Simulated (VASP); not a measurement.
# CuO (Cccm) in VASP: a series of runs

Runs on CuO. Level: PBEsol. Tasks: single point.

All numbers are computed with VASP 6.6.1; they aren't measurements. Logs are shortened: lines on timing, memory, paths and dates and some standing lists are left out, and cuts for length are marked.

### Step 1. The cell of the first run

Symmetry: Cccm, No. 66, orthorhombic system. Conventional cell: a = 4.022 Å, b = 4.350 Å, c = 5.156 Å, α = 90.00°, β = 90.00°, γ = 90.00°. Cu (site symmetry 2/m) has 4 O at 1.96 Å within 2.6 Å. O (site symmetry 222) has 4 Cu at 1.96 Å and 2 O at 2.58 Å within 2.6 Å.

### Step 2. Single point, PBEsol

Contents of INCAR:

```
ALGO = Normal ; EDIFF = 1E-6
ENCUT = 700 ; GGA = PS
GGA_COMPAT = False ; ISIF = 2
ISMEAR = -1 ; LASPH = True
LCHARG = False ; LREAL = False
LWAVE = False ; NBANDS = 33
NELM = 120 ; PREC = Accurate
SIGMA = 0.05
```

Contents of KPOINTS:

```
k-points
0
Gamma
  8 8 5
```

Contents of POSCAR:

```
CuO
1.0
    2.0108776800     -2.1750855000      0.0000000000
    2.0108776800      2.1750855000      0.0000000000
    0.0000000000      0.0000000000      5.1559280000
Cu O
2 2
Direct
    0.5000000000      0.0000000000      0.0000000000
    0.0000000000      0.5000000000      0.5000000000
    0.5000000000      0.5000000000      0.2500000000
    0.5000000000      0.5000000000      0.7500000000
```

Potentials or basis: VASP PAW PBE potentials, release 64 (Cu_sv_GW, O).

On the command line:

```bash
$ cat potpaw_PBE.64/Cu_sv_GW/POTCAR potpaw_PBE.64/O/POTCAR > POTCAR
$ mpirun -np 1 vasp_std > vasp.out
```

OUTCAR:

```text
EDIFF = 1E-6
   ENCUT = 700
   GGA = PS
   ISIF = 2
   ISMEAR = -1
   LASPH = True
   LREAL = False
   NELM = 120
   PREC = Accurate

 ion  position               nearest neighbor table
   1  0.500  0.000  0.000-   3 1.96   4 1.96   3 1.96   4 1.96
   2  0.000  0.500  0.500-   3 1.96   4 1.96   3 1.96   4 1.96
   3  0.500  0.500  0.250-   1 1.96   2 1.96   1 1.96   2 1.96
   4  0.500  0.500  0.750-   1 1.96   2 1.96   1 1.96   2 1.96

  LATTYP: Found a base centered orthorhombic cell.
 ALAT       =     4.0217553600
 B/A-ratio  =     1.0816597755
 C/A-ratio  =     1.2820093562

  Lattice vectors:

 A1 = (   2.0108776800,  -2.1750855000,   0.0000000000)
 A2 = (   2.0108776800,   2.1750855000,   0.0000000000)
 A3 = (   0.0000000000,   0.0000000000,   5.1559280000)

Analysis of symmetry for initial positions (statically):
=====================================================================
 Subroutine PRICEL returns:
 Original cell was already a primitive cell.

 Routine SETGRP: Setting up the symmetry group for a
 base centered orthorhombic supercell.

 Subroutine GETGRP returns: Found  8 space group operations
 (whereof  4 operations were pure point group operations)
 out of a pool of  8 trial point group operations.

The static configuration has the point symmetry C_2h.
 The point group associated with its full space group is D_2h.

Analysis of symmetry for dynamics (positions and initial velocities):
=====================================================================
 Subroutine PRICEL returns:
 Original cell was already a primitive cell.

 Routine SETGRP: Setting up the symmetry group for a
 base centered orthorhombic supercell.

 Subroutine GETGRP returns: Found  8 space group operations
 (whereof  4 operations were pure point group operations)
 out of a pool of  8 trial point group operations.

The dynamic configuration has the point symmetry C_2h.
 The point group associated with its full space group is D_2h.

 Subroutine INISYM returns: Found  8 space group operations
 (whereof  4 operations are pure point group operations),
 and found     1 'primitive' translations

----------------------------------------------------------------------------------------

                                     Primitive cell

  volume of cell :      45.1023

  direct lattice vectors                    reciprocal lattice vectors
     2.010877680 -2.175085500  0.000000000     0.248647645 -0.229876021  0.000000000
     2.010877680  2.175085500  0.000000000     0.248647645  0.229876021  0.000000000
     0.000000000  0.000000000  5.155928000     0.000000000  0.000000000  0.193951506

  length of vectors
     2.962199517  2.962199517  5.155928000     0.338627578  0.338627578  0.193951506

  position of ions in fractional coordinates (direct lattice)
     0.500000000  0.000000000  0.000000000
     0.000000000  0.500000000  0.500000000
     0.500000000  0.500000000  0.250000000
     0.500000000  0.500000000  0.750000000

  ion indices of the primitive-cell ions
   primitive index   ion index
                 1           1
                 2           2
                 3           3
                 4           4

----------------------------------------------------------------------------------------

 KPOINTS: k-points

Automatic generation of k-mesh.
 Grid dimensions read from file:
 generate k-points for:    8    8    5

 Generating k-lattice:

  Cartesian coordinates                     Fractional coordinates (reciprocal lattice)
     0.031080956 -0.028734503  0.000000000     0.125000000  0.000000000  0.000000000
     0.031080956  0.028734503  0.000000000     0.000000000  0.125000000  0.000000000
     0.000000000  0.000000000  0.038790301     0.000000000  0.000000000  0.200000000

  Length of vectors
     0.042328447  0.042328447  0.038790301

  Shift w.r.t. Gamma in fractional coordinates (k-lattice)
     0.000000000  0.000000000  0.000000000

 Subroutine IBZKPT returns following result:
 ===========================================

 Found     63 irreducible k-points:

 Following reciprocal coordinates:
            Coordinates               Weight
  0.000000  0.000000  0.000000      1.000000
  0.125000  0.000000  0.000000      4.000000
  0.250000  0.000000  0.000000      4.000000
  0.375000  0.000000  0.000000      4.000000
  0.500000  0.000000  0.000000      2.000000
  0.125000  0.125000  0.000000      2.000000
[... 16 lines left out ...]
  0.125000  0.000000  0.200000      8.000000
  0.250000  0.000000  0.200000      8.000000
 [... further k-points ...]
   k-points           NKPTS =     63   k-points in BZ     NKDIM =     63   number of bands    NBANDS=     33
   number of dos      NEDOS =    301   number of ions     NIONS =      4
   total plane-waves  NPLWV =  37632
   dimension x,y,z NGX =    28 NGY =   28 NGZ =   48
   dimension x,y,z NGXF=    56 NGYF=   56 NGZF=   96
   ions per type =               2   2
   NGX,Y,Z   is equivalent  to a cutoff of  15.71, 15.71, 15.48 a.u.
   NGXF,Y,Z  is equivalent  to a cutoff of  31.43, 31.43, 30.95 a.u.
 SYSTEM =  unknown system
   PREC   = accura    normal or accurate (medium, high low for compatibility)
   ISTART =      0    job   : 0-new  1-cont  2-samecut
   ICHARG =      2    charge: 1-file 2-atom 10-const
   ISPIN  =      1    spin polarized calculation?
   LNONCOLLINEAR =      F non collinear calculations
   LSORBIT =      F    spin-orbit coupling
   LASPH  =      T    aspherical Exc in radial PAW
   ENCUT  =  700.0 eV  51.45 Ry    7.17 a.u.   6.39  6.39 11.12*2*pi/ulx,y,z
   NELM   =    120;   NELMIN=  2; NELMDL= -5     # of ELM steps
   EDIFF  = 0.1E-05   stopping-criterion for ELM
   LREAL  =      F    real-space projection
   EDIFFG = 0.1E-04   stopping-criterion for IOM
   NSW    =      0    number of steps for IOM
   IBRION =     -1    ionic relax: 0-MD 1-quasi-New 2-CG
   NFREE  =      0    steps in history (QN), initial steepest desc. (CG)
   ISIF   =      2    stress and relaxation
   ISYM   =      2    0-nonsym 1-usesym 2-fastsym
   POTIM  = 0.5000    time-step for ionic-motion
   TEBEG  =    0.0;   TEEND  =   0.0 temperature during run
   PSTRESS=    0.0 pullay stress
   NELECT =      50.0000    total number of electrons
   NUPDOWN=      -1.0000    fix difference up-down
   EMIN   =  10.00;   EMAX   =-10.00  energy-range for DOS
   EFERMI =   0.00;   METHOD = LEGACY
   ISMEAR =    -1;   SIGMA  =   0.05  broadening in eV -4-tet -1-fermi 0-gaus
   EFERMI_NEDOS =   21; number of points for ismear=-14 and -15
   IALGO  =     38    algorithm
   IMIX   =      4    mixing-type and parameters
     AMIX     =   0.40;   BMIX     =  1.00
     AMIX_MAG =   1.60;   BMIX_MAG =  1.00
  volume/ion in A,a.u.               =      11.28        76.09
  Fermi-wavevector in a.u.,A,eV,Ry     =   1.694332  3.201824 39.059082  2.870762
  Thomas-Fermi vector in A             =   2.775576
   LORBIT       =      0    0 simple, 1 ext, 2 COOP (PROOUT), +10 PAW based schemes
   GGA     = PS    functional components
   LHFCALC =     F    Hartree Fock is set to
   AEXX    =    0.0000 exact exchange contribution
   IVDW    =     0    specifies the selected vdW correction
   LEPSILON=     F    determine dielectric tensor
   LRPA    =     F    only Hartree local field effects (RPA)
 non-spin polarized calculation
  energy-cutoff  :      700.00
  volume of cell :       45.10
 maximum number of plane-waves:      1918
 NGX is ok and might be reduce to    28
   NGX = 13   NGY = 13   NGZ = 23

 number of electron      49.9999977 magnetization

 Free energy of the ion-electron system (eV)
  ---------------------------------------------------
  ext. energy  EPLUGINS =         0.00000000
  ---------------------------------------------------
  free energy    TOTEN  =       -21.60825795 eV

  energy without entropy =      -21.59055329  energy(sigma->0) =      -21.59940562

 E-fermi :   4.5081     XC(G=0): -11.8326

 val. band max:        4.4546833338   @ k =   0.1250   0.1250   0.4000
 cond. band min:       4.5222465263   @ k =  -0.2500   0.1250   0.0000
 fundamental gap:      0.0675631924
 Fermi energy:         4.5080797950

 k-point     1 :       0.0000    0.0000    0.0000
  band No.  band energies     occupation
      1    -107.7865      2.00000
      2    -107.7864      2.00000
      3     -65.4401      2.00000
      4     -65.4397      2.00000
      5     -65.4056      2.00000
      6     -65.3999      2.00000
[... 25 lines left out ...]
     32      18.8025      0.00000
     33      19.0580      0.00000

 k-point     2 :       0.1250    0.0000    0.0000
  band No.  band energies     occupation
      1    -107.7865      2.00000
      2    -107.7864      2.00000
      3     -65.4417      2.00000
      4     -65.4399      2.00000
      5     -65.4053      2.00000
      6     -65.3998      2.00000
[... 25 lines left out ...]
     32      19.0848      0.00000
     33      19.4007      0.00000

 k-point     3 :       0.2500    0.0000    0.0000
  band No.  band energies     occupation
      1    -107.7862      2.00000
      2    -107.7861      2.00000
      3     -65.4450      2.00000
      4     -65.4396      2.00000
      5     -65.4044      2.00000
      6     -65.4000      2.00000
[... 25 lines left out ...]
     32      18.7435      0.00000
     33      19.4521      0.00000

 k-point     4 :       0.3750    0.0000    0.0000
  band No.  band energies     occupation
      1    -107.7859      2.00000
      2    -107.7858      2.00000
      3     -65.4484      2.00000
      4     -65.4393      2.00000
      5     -65.4032      2.00000
      6     -65.4008      2.00000
[... 673 lines left out ...]
     32      18.8882      0.00000
     33      19.0678      0.00000

 k-point    23 :       0.1250    0.0000    0.2000
  band No.  band energies     occupation
      1    -107.7866      2.00000
      2    -107.7865      2.00000
      3     -65.4416      2.00000
      4     -65.4400      2.00000
      5     -65.4052      2.00000
      6     -65.4005      2.00000
[... 25 lines left out ...]
     32      18.8062      0.00000
     33      19.2753      0.00000

 k-point    24 :       0.2500    0.0000    0.2000
  band No.  band energies     occupation
      1    -107.7864      2.00000
      2    -107.7862      2.00000
      3     -65.4451      2.00000
      4     -65.4397      2.00000
      5     -65.4042      2.00000
      6     -65.4009      2.00000
[... 25 lines left out ...]
     32      18.7790      0.00000
     33      19.5169      0.00000

 [... further k-points ...]

------------------------ aborting loop because EDIFF is reached ----------------------------------------

  FORCE on cell =-STRESS in cart. coord.  units (eV):
  Direction    XX          YY          ZZ          XY          YZ          ZX
  --------------------------------------------------------------------------------------
  -------------------------------------------------------------------------------------
  Total       -2.6620292     -3.2059688     -3.4602544      0.0000000      0.0000000      0.0000000
  in kB      -94.5637253   -113.8861850   -122.9192166      0.0000000      0.0000000      0.0000000
  external PRESSURE =    -110.4563756 kB  Pullay stress =       0.0000000 kB

 VOLUME and BASIS-vectors are now :
 -----------------------------------------------------------------------------
  energy-cutoff  :      700.00
  volume of cell :       45.10
      direct lattice vectors                 reciprocal lattice vectors
     2.010877680 -2.175085500  0.000000000     0.248647645 -0.229876021  0.000000000
     2.010877680  2.175085500  0.000000000     0.248647645  0.229876021  0.000000000
     0.000000000  0.000000000  5.155928000     0.000000000  0.000000000  0.193951506

 POSITION                                       TOTAL-FORCE (eV/Angst)
 -----------------------------------------------------------------------------------
      1.00544     -1.08754      0.00000         0.000000      0.000000     -0.000000
      1.00544      1.08754      2.57796         0.000000      0.000000     -0.000000
      2.01088      0.00000      1.28898         0.000000     -0.000000      0.000000
      2.01088      0.00000      3.86695         0.000000     -0.000000     -0.000000
 -----------------------------------------------------------------------------------
    total drift:                                0.000000      0.000000     -0.000000

  FREE ENERGIE OF THE ION-ELECTRON SYSTEM (eV)
  ---------------------------------------------------
  free  energy   TOTEN  =       -21.6082579520 eV

  energy  without entropy=      -21.5905532926  energy(sigma->0) =      -21.59940562
```

Run time: 73 s. Hardware: 1 thread of Intel Xeon 6975P-C (Granite Rapids), shared host; peak memory 0.29 GiB.

Results:

```
Free energy            : -21.6083 eV
Pressure               : -11.0 GPa
Band gap on the k mesh : zero (band 25 reaches 5.12 eV, above the bottom of band 26 at 4.26 eV)
```

Stress tensor (GPa, compression positive):
```
 -9.46   0.00   0.00
  0.00 -11.39   0.00
  0.00   0.00 -12.29
```

Caveat: the PAW data sets were made with another functional, which shifts forces and pressure a little; semilocal functionals often make such compounds metallic where correlation or magnetic order opens a gap, which also shifts bond lengths.

(Continued in part 2 of 2.)
